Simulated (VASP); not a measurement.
# AlN (Cmc2_1) in VASP: notebook

AlN is run at these levels: LDA; tasks: single point.

All numbers are computed with VASP 6.6.1; they aren't measurements. Logs are shortened: lines on timing, memory, paths and dates and some standing lists are left out, and cuts for length are marked.

### 1 The cell of the first run

The structure is orthorhombic, space group Cmc2_1 (No. 36). Conventional cell: a = 3.140 Å, b = 5.439 Å, c = 5.026 Å, α = 90.00°, β = 90.00°, γ = 90.00°. Al (site symmetry m) has 4 N at 1.90 to 1.92 Å within 2.5 Å. N (site symmetry m) has 4 Al at 1.90 to 1.92 Å within 2.5 Å.

### 2 Single point, LDA

The input, INCAR:

```
PREC = Accurate
ENCUT = 520
EDIFF = 1E-6
ISMEAR = 0
SIGMA = 0.05
LREAL = False
LASPH = True
NELM = 80
ALGO = Normal
ISIF = 2
LWAVE = False
LCHARG = True
GGA = CA
LELF = True
LVHAR = True
NBANDS = 16
```

The input, KPOINTS:

```
Automatic mesh
0
Gamma
  9 9 6
```

The input, POSCAR:

```
AlN
1.0
    3.1403243997      0.0000000000      0.0000000000
   -1.5701621999      2.7196007063      0.0000000000
    0.0000000000      0.0000000000      5.0263297624
Al N
2 2
Direct
    0.3397634096      0.6795268192      0.0015212672
    0.6602365904      0.3204731808      0.5015212672
    0.3275955689      0.6551911379      0.3834787328
    0.6724044311      0.3448088621      0.8834787328
```

Potentials or basis: VASP PAW LDA potentials, release 64 (Al, N).

Run with:

```sh
$ cat potpaw_LDA.64/Al/POTCAR potpaw_LDA.64/N/POTCAR > POTCAR
$ mpirun -np 1 vasp_std > vasp.out
```

OUTCAR:

```text
PREC = Accurate
   ENCUT = 520
   EDIFF = 1E-6
   ISMEAR = 0
   LREAL = False
   LASPH = True
   NELM = 80
   ISIF = 2
   GGA = CA

 ion  position               nearest neighbor table
   1  0.340  0.680  0.002-   4 1.90   4 1.91   4 1.91   3 1.92   2 3.06   2 3.06   2 3.12   2 3.12
                             2 3.12   2 3.12
   2  0.660  0.320  0.502-   3 1.90   3 1.91   3 1.91   4 1.92   1 3.06   1 3.06   1 3.12   1 3.12
                             1 3.12   1 3.12
   3  0.328  0.655  0.383-   2 1.90   2 1.91   2 1.91   1 1.92
   4  0.672  0.345  0.883-   1 1.90   1 1.91   1 1.91   2 1.92

  LATTYP: Found a hexagonal cell.
 ALAT       =     3.1403243997
 C/A-ratio  =     1.6005766038

  Lattice vectors:

 A1 = (   3.1403243997,   0.0000000000,   0.0000000000)
 A2 = (  -1.5701621999,   2.7196007063,   0.0000000000)
 A3 = (   0.0000000000,   0.0000000000,   5.0263297624)

Analysis of symmetry for initial positions (statically):
=====================================================================
 Subroutine PRICEL returns:
 Original cell was already a primitive cell.

 Routine SETGRP: Setting up the symmetry group for a
 hexagonal supercell.

 Subroutine GETGRP returns: Found  4 space group operations
 (whereof  2 operations were pure point group operations)
 out of a pool of 24 trial point group operations.

The static configuration has the point symmetry C_1h.
 The point group associated with its full space group is C_2v.

Analysis of symmetry for dynamics (positions and initial velocities):
=====================================================================
 Subroutine PRICEL returns:
 Original cell was already a primitive cell.

 Routine SETGRP: Setting up the symmetry group for a
 hexagonal supercell.

 Subroutine GETGRP returns: Found  4 space group operations
 (whereof  2 operations were pure point group operations)
 out of a pool of 24 trial point group operations.

The dynamic configuration has the point symmetry C_1h.
 The point group associated with its full space group is C_2v.

 Subroutine INISYM returns: Found  4 space group operations
 (whereof  2 operations are pure point group operations),
 and found     1 'primitive' translations

----------------------------------------------------------------------------------------

                                     Primitive cell

  volume of cell :      42.9270

  direct lattice vectors                    reciprocal lattice vectors
     3.140324400  0.000000000  0.000000000     0.318438439  0.183850519  0.000000000
    -1.570162200  2.719600706  0.000000000     0.000000000  0.367701037  0.000000000
     0.000000000  0.000000000  5.026329762     0.000000000  0.000000000  0.198952327

  length of vectors
     3.140324400  3.140324400  5.026329762     0.367701037  0.367701037  0.198952327

  position of ions in fractional coordinates (direct lattice)
     0.339763410  0.679526819  0.001521267
     0.660236590  0.320473181  0.501521267
     0.327595569  0.655191138  0.383478733
     0.672404431  0.344808862  0.883478733

  ion indices of the primitive-cell ions
   primitive index   ion index
                 1           1
                 2           2
                 3           3
                 4           4

----------------------------------------------------------------------------------------

 KPOINTS: Automatic mesh

Automatic generation of k-mesh.
 Grid dimensions read from file:
 generate k-points for:    9    9    6

 Generating k-lattice:

  Cartesian coordinates                     Fractional coordinates (reciprocal lattice)
     0.035382049  0.020427835  0.000000000     0.111111111  0.000000000  0.000000000
     0.000000000  0.040855671  0.000000000     0.000000000  0.111111111  0.000000000
     0.000000000  0.000000000  0.033158721     0.000000000  0.000000000  0.166666667

  Length of vectors
     0.040855671  0.040855671  0.033158721

  Shift w.r.t. Gamma in fractional coordinates (k-lattice)
     0.000000000  0.000000000  0.000000000

 Subroutine IBZKPT returns following result:
 ===========================================

 Found    100 irreducible k-points:

 Following reciprocal coordinates:
            Coordinates               Weight
  0.000000  0.000000  0.000000      1.000000
  0.111111  0.000000  0.000000      4.000000
  0.000000  0.111111  0.000000      2.000000
  0.222222 -0.000000  0.000000      4.000000
  0.000000  0.222222  0.000000      2.000000
  0.333333  0.000000  0.000000      4.000000
[... 16 lines left out ...]
 -0.222222 -0.444444  0.000000      4.000000
  0.444444  0.333333  0.000000      4.000000
 [... further k-points ...]
   k-points           NKPTS =    100   k-points in BZ     NKDIM =    100   number of bands    NBANDS=     16
   number of dos      NEDOS =    301   number of ions     NIONS =      4
   total plane-waves  NPLWV =  23040
   dimension x,y,z NGX =    24 NGY =   24 NGZ =   40
   dimension x,y,z NGXF=    48 NGYF=   48 NGZF=   80
   ions per type =               2   2
   NGX,Y,Z   is equivalent  to a cutoff of  12.71, 12.71, 13.23 a.u.
   NGXF,Y,Z  is equivalent  to a cutoff of  25.41, 25.41, 26.46 a.u.
 SYSTEM =  unknown system
   PREC   = accura    normal or accurate (medium, high low for compatibility)
   ISTART =      0    job   : 0-new  1-cont  2-samecut
   ICHARG =      2    charge: 1-file 2-atom 10-const
   ISPIN  =      1    spin polarized calculation?
   LNONCOLLINEAR =      F non collinear calculations
   LSORBIT =      F    spin-orbit coupling
   LASPH  =      T    aspherical Exc in radial PAW
   ENCUT  =  520.0 eV  38.22 Ry    6.18 a.u.   5.84  5.84  9.35*2*pi/ulx,y,z
   NELM   =     80;   NELMIN=  2; NELMDL= -5     # of ELM steps
   EDIFF  = 0.1E-05   stopping-criterion for ELM
   LREAL  =      F    real-space projection
   EDIFFG = 0.1E-04   stopping-criterion for IOM
   NSW    =      0    number of steps for IOM
   IBRION =     -1    ionic relax: 0-MD 1-quasi-New 2-CG
   NFREE  =      0    steps in history (QN), initial steepest desc. (CG)
   ISIF   =      2    stress and relaxation
   ISYM   =      2    0-nonsym 1-usesym 2-fastsym
   POTIM  = 0.5000    time-step for ionic-motion
   TEBEG  =    0.0;   TEEND  =   0.0 temperature during run
   PSTRESS=    0.0 pullay stress
   NELECT =      16.0000    total number of electrons
   NUPDOWN=      -1.0000    fix difference up-down
   EMIN   =  10.00;   EMAX   =-10.00  energy-range for DOS
   EFERMI =   0.00;   METHOD = LEGACY
   ISMEAR =     0;   SIGMA  =   0.05  broadening in eV -4-tet -1-fermi 0-gaus
   EFERMI_NEDOS =   21; number of points for ismear=-14 and -15
   IALGO  =     38    algorithm
   IMIX   =      4    mixing-type and parameters
     AMIX     =   0.40;   BMIX     =  1.00
     AMIX_MAG =   1.60;   BMIX_MAG =  1.00
  volume/ion in A,a.u.               =      10.73        72.42
  Fermi-wavevector in a.u.,A,eV,Ry     =   1.178161  2.226401 18.885746  1.388063
  Thomas-Fermi vector in A             =   2.314495
   LORBIT       =      0    0 simple, 1 ext, 2 COOP (PROOUT), +10 PAW based schemes
   GGA     = CA    functional components
   LHFCALC =     F    Hartree Fock is set to
   AEXX    =    0.0000 exact exchange contribution
   IVDW    =     0    specifies the selected vdW correction
   LEPSILON=     F    determine dielectric tensor
   LRPA    =     F    only Hartree local field effects (RPA)
 non-spin polarized calculation
 Gauss-broadening in eV      SIGMA  =   0.05
  energy-cutoff  :      520.00
  volume of cell :       42.93
 maximum number of plane-waves:      1182
   NGX = 11   NGY = 11   NGZ = 19

 number of electron      15.9999999 magnetization

 Free energy of the ion-electron system (eV)
  ---------------------------------------------------
  ext. energy  EPLUGINS =         0.00000000
  ---------------------------------------------------
  free energy    TOTEN  =       -32.77485185 eV

  energy without entropy =      -32.77485185  energy(sigma->0) =      -32.77485185

 E-fermi :   5.8670     XC(G=0): -11.1274

 val. band max:        5.6431603813   @ k =   0.0000   0.0000   0.0000
 cond. band min:       9.6133764192   @ k =   0.0000   0.0000   0.0000
 fundamental gap:      3.9702160379
 Fermi energy:         5.8669841117

 k-point     1 :       0.0000    0.0000    0.0000
  band No.  band energies     occupation
      1      -9.2349      2.00000
      2      -7.0973      2.00000
      3      -0.2918      2.00000
      4       4.7577      2.00000
      5       4.7835      2.00000
      6       5.3663      2.00000
[... 8 lines left out ...]
     15      18.3018      0.00000
     16      18.4177      0.00000

 k-point     2 :       0.1111    0.0000    0.0000
  band No.  band energies     occupation
      1      -9.0798      2.00000
      2      -7.0103      2.00000
      3      -0.1080      2.00000
      4       4.0722      2.00000
      5       4.5772      2.00000
      6       4.7567      2.00000
[... 8 lines left out ...]
     15      18.2152      0.00000
     16      18.3403      0.00000

 k-point     3 :       0.0000    0.1111    0.0000
  band No.  band energies     occupation
      1      -9.0802      2.00000
      2      -7.0087      2.00000
      3      -0.1092      2.00000
      4       4.0618      2.00000
      5       4.5703      2.00000
      6       4.7148      2.00000
[... 8 lines left out ...]
     15      18.0926      0.00000
     16      18.4286      0.00000

 k-point     4 :       0.2222   -0.0000    0.0000
  band No.  band energies     occupation
      1      -8.6385      2.00000
      2      -6.7924      2.00000
      3       0.4259      2.00000
      4       2.6041      2.00000
      5       3.4956      2.00000
      6       4.1731      2.00000
[... 8 lines left out ...]
     15      17.4530      0.00000
     16      18.2436      0.00000
[... 324 lines left out ...]
 k-point    22 :       0.3333    0.2222    0.0000
  band No.  band energies     occupation
      1      -7.1202      2.00000
      2      -6.5557      2.00000
      3       0.7780      2.00000
      4       1.6467      2.00000
      5       2.4302      2.00000
      6       2.5576      2.00000
[... 8 lines left out ...]
     15      17.8450      0.00000
     16      19.7194      0.00000

 k-point    23 :      -0.2222   -0.4444    0.0000
  band No.  band energies     occupation
      1      -7.1408      2.00000
      2      -6.5269      2.00000
      3       0.6835      2.00000
      4       1.7377      2.00000
      5       2.4197      2.00000
      6       2.5127      2.00000
[... 8 lines left out ...]
     15      17.9200      0.00000
     16      19.6138      0.00000

 k-point    24 :       0.4444    0.3333    0.0000
  band No.  band energies     occupation
      1      -7.1070      2.00000
      2      -6.5739      2.00000
      3       0.7960      2.00000
      4       1.7101      2.00000
      5       2.3515      2.00000
      6       2.5811      2.00000
[... 8 lines left out ...]
     15      18.0126      0.00000
     16      19.5599      0.00000

 [... further k-points ...]

------------------------ aborting loop because EDIFF is reached ----------------------------------------

  FORCE on cell =-STRESS in cart. coord.  units (eV):
  Direction    XX          YY          ZZ          XY          YZ          ZX
  --------------------------------------------------------------------------------------
  -------------------------------------------------------------------------------------
  Total       -2.4443198     -2.5611950     -2.3178325      0.0000000      0.0000000      0.0000000
  in kB      -91.2300640    -95.5922287    -86.5091402      0.0000000      0.0000000      0.0000000
  external PRESSURE =     -91.1104776 kB  Pullay stress =       0.0000000 kB

 VOLUME and BASIS-vectors are now :
 -----------------------------------------------------------------------------
  energy-cutoff  :      520.00
  volume of cell :       42.93
      direct lattice vectors                 reciprocal lattice vectors
     3.140324400  0.000000000  0.000000000     0.318438439  0.183850519  0.000000000
    -1.570162200  2.719600706  0.000000000     0.000000000  0.367701037  0.000000000
     0.000000000  0.000000000  5.026329762     0.000000000  0.000000000  0.198952327

 POSITION                                       TOTAL-FORCE (eV/Angst)
 -----------------------------------------------------------------------------------
     -0.00000      1.84804      0.00765         0.000000     -0.198748      0.025926
      1.57016      0.87156      2.52081        -0.000000      0.198748      0.025926
     -0.00000      1.78186      1.92749        -0.000000      0.098544     -0.025926
      1.57016      0.93774      4.44066         0.000000     -0.098544     -0.025926
 -----------------------------------------------------------------------------------
    total drift:                                0.000000     -0.000000      0.000574

  FREE ENERGIE OF THE ION-ELECTRON SYSTEM (eV)
  ---------------------------------------------------
  free  energy   TOTEN  =       -32.7748518469 eV

  energy  without entropy=      -32.7748518469  energy(sigma->0) =      -32.77485185
```

Wall time 25 s (1 thread of AMD EPYC 9R45 (Zen 5), shared host); peak memory 0.14 GiB.

What came out:

| Property | Result |
| --- | --- |
| Free energy | -32.7749 eV |
| Pressure | -9.1 GPa |
| Largest force | 0.200 eV/Å |
| Band gap on the k mesh | 3.97 eV, direct |

Forces in eV/Å, atoms in the order of the input:
```
Al   0.000 -0.199  0.026
Al   0.000  0.199  0.026
N    0.000  0.099 -0.026
N    0.000 -0.099 -0.026
```

Levels at points of the mesh, in eV from the valence-band top:
```csv
k point,band 4,band 5,band 6,band 7,band 8,band 9,band 10,band 11,band 12,band 13
"(0.00, 0.00, 0.00)",-0.89,-0.86,-0.28,-0.17,0.00,3.97,6.29,10.23,10.60,10.88
"(0.00, 0.00, 0.50)",-3.30,-0.57,-0.57,-0.54,-0.54,6.16,6.16,9.90,9.90,11.05
```

A k mesh can miss the band edges.

### 3 Single point, LDA

The input, INCAR:

```
PREC     = Accurate       # precision mode
ENCUT    = 520            # plane-wave cutoff, eV
EDIFF    = 1E-6           # SCF threshold, eV
ISMEAR   = 0              # smearing method
SIGMA    = 0.05           # smearing width, eV
LREAL    = F              # projectors in reciprocal space
LASPH    = T              # aspherical terms in the spheres
NELM     = 100            # most SCF steps
ALGO     = Normal         # electronic algorithm
ISIF     = 2              # what is computed and relaxed
LWAVE    = F              # write WAVECAR
LCHARG   = T              # write CHGCAR
GGA      = CA             # functional
LELF     = T              # ELF
LVHAR    = T            
NBANDS   = 16             # bands
```

KPOINTS is that of step 2.

The input, POSCAR:

```
AlN
1.0
    3.1403243997      0.0000000000      0.0000000000
   -1.5701621999      2.7196007063      0.0000000000
    0.0000000000      0.0000000000      5.0263297624
Al N
2 2
Direct
    0.3461934859      0.6923869718      0.0015212672
    0.6538065141      0.3076130282      0.5015212672
    0.3218578045      0.6437156091      0.3834787328
    0.6781421955      0.3562843909      0.8834787328
```

Potentials or basis: VASP PAW LDA potentials, release 64 (Al, N).

Run with:

```sh
$ cat potpaw_LDA.64/Al/POTCAR potpaw_LDA.64/N/POTCAR > POTCAR
$ mpirun -np 1 vasp_std > vasp.out
```

It took 24 s on 1 thread of AMD EPYC 9R45 (Zen 5), shared host; peak memory 0.15 GiB.

Results (log left out):

```
Free energy            : -32.7446 eV
Pressure               : -9.2 GPa
Largest force          : 0.410 eV/Å
Band gap on the k mesh : 3.93 eV, direct
```

Forces in eV/Å, atoms in the order of the input:
```
Al   0.000 -0.407  0.046
Al   0.000  0.407  0.046
N    0.000  0.193 -0.046
N    0.000 -0.193 -0.046
```

Stress tensor (GPa, compression positive):
```
 -8.94   0.00   0.00
  0.00 -10.06   0.00
  0.00   0.00  -8.59
```

Levels at points of the mesh, in eV from the valence-band top:
```tsv
k point	band 4	band 5	band 6	band 7	band 8	band 9	band 10	band 11	band 12	band 13
(0.00, 0.00, 0.00)	-0.92	-0.87	-0.36	-0.14	0.00	3.93	6.26	10.15	10.44	11.02
(0.00, 0.00, 0.50)	-3.31	-0.61	-0.61	-0.55	-0.55	6.12	6.12	9.86	9.86	11.02
```

A k mesh can miss the band edges. As with any semilocal functional, this LDA gap is likely too small.

### 4 Single point, LDA

This run uses another cell than the first one, of 11.00 Å³/atom, 1.025 times its volume.

The input, INCAR:

```
PREC = Accurate
ENCUT = 520
EDIFF = 1E-6
ISMEAR = 0
SIGMA = 0.05
LREAL = False
LASPH = True
NELM = 100
ALGO = Normal
ISIF = 2
LWAVE = False
LCHARG = False
NBANDS = 16
```

The input, KPOINTS:

```
regular mesh
0
Gamma
  9 9 6
```

The input, POSCAR:

```
AlN
1.0
    3.1659609617      0.0000000000      0.0000000000
   -1.5829804808      2.7418026202      0.0000000000
    0.0000000000      0.0000000000      5.0673630437
Al N
2 2
Direct
    0.3429784478      0.6859568955      0.0015212672
    0.6570215522      0.3140431045      0.5015212672
    0.3247266867      0.6494533735      0.3834787328
    0.6752733133      0.3505466265      0.8834787328
```

Run with:

```sh
$ cat potpaw_LDA.64/Al/POTCAR potpaw_LDA.64/N/POTCAR > POTCAR
$ mpirun -np 1 vasp_std > vasp.out
```

Run time: 24 s. Hardware: 1 thread of AMD EPYC 9R45 (Zen 5), shared host; peak memory 0.14 GiB.

Results (log left out):

```yaml
Free_energy: -32.6888 eV
Pressure: -13.2 GPa
Largest_force: 0.302 eV/Å
Band_gap_on_the_k_mesh: 3.74 eV, direct
```

Forces on the atoms (eV/Å):
```
Al   0.000 -0.299  0.041
Al   0.000  0.299  0.041
N    0.000  0.154 -0.041
N    0.000 -0.154 -0.041
```

Stress tensor (GPa, compression positive):
```
-13.16   0.00   0.00
  0.00 -13.98   0.00
  0.00   0.00 -12.50
```

Levels at points of the mesh, in eV from the valence-band top:
```
           k point  band 5  band 6  band 7  band 8  band 9  band 10  band 11  band 12
(0.00, 0.00, 0.00)   -0.85   -0.31   -0.15    0.00    3.74     6.07    10.00    10.35
(0.00, 0.00, 0.50)   -0.58   -0.58   -0.53   -0.53    5.94     5.94     9.69     9.69
```
